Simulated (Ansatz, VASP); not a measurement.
# In in VASP and in Ansatz

INCAR

```
SYSTEM = In
  PREC = Accurate
  ENCUT = 520
  EDIFF = 1E-8
  ISMEAR = -1
  SIGMA = 0.05
  LREAL = .False.
  LASPH = .True.
  NELM = 60
  ALGO = Normal
  ISIF = 2
  LWAVE = .False.
  LCHARG = .False.
  GGA = CA
  LEFG = .True.
  NBANDS = 12
```

The input KPOINTS:

```
Automatic mesh
0
Gamma
  14 14 14
  0 0 0
```

The input POSCAR:

```
In
1.0
   -1.6207113306      1.6207113306      2.4656758579
    1.6207113306     -1.6207113306      2.4656758579
    1.6207113306      1.6207113306     -2.4656758579
In
1
Direct
    0.0000000000      0.0000000000      0.0000000000
```

Input for Ansatz:

```yaml
crystal:
  lattice:
    - [-1.6207113306, 1.6207113306, 2.4656758579]
    - [1.6207113306, -1.6207113306, 2.4656758579]
    - [1.6207113306, 1.6207113306, -2.4656758579]
  atoms:
    - { symbol: In, position: [0.0, 0.0, 0.0] }
kpoints:
  mp_grid: { grid: [14, 14, 14] }
scf:
  occupations: { method: fermi_dirac, width: 0.05 }
hamiltonian:
  xc: lda
  pseudopotentials: { kind: paw }
output:
  forces: true
  stress: true
  eigenvalues: true
  efg: { contact_densities: true }
```

Change from the starting cell: volume scaled by 0.99, PAW files.

Alike in both runs: task electric field gradients; functional LDA; k mesh 14 × 14 × 14; occupations fermi-dirac, width 0.05 eV; no spin polarisation.

```csv
,VASP,Ansatz
version,VASP 6.6.1,Ansatz 0.2.0
potentials or method,"VASP PAW LDA potentials, release 64 (In_d)","PAW with Ansatz's default frozen-core files, scalar-relativistic"
plane-wave cutoff (eV),520,420
valence electrons in the cell,13,13
```

```tsv
	VASP	Ansatz	Ansatz less VASP
pressure (GPa)	-2.3	-2.3	-0.01
traceless stress, the component that is largest in VASP (GPa)	0.30	0.29	-0.008
size of Vzz on the site where it differs most (V/Å²)	22.3	22.2	-0.10
```

LDA's correlation is that of Perdew and Zunger in VASP and of Perdew and Wang (1992) in Ansatz.
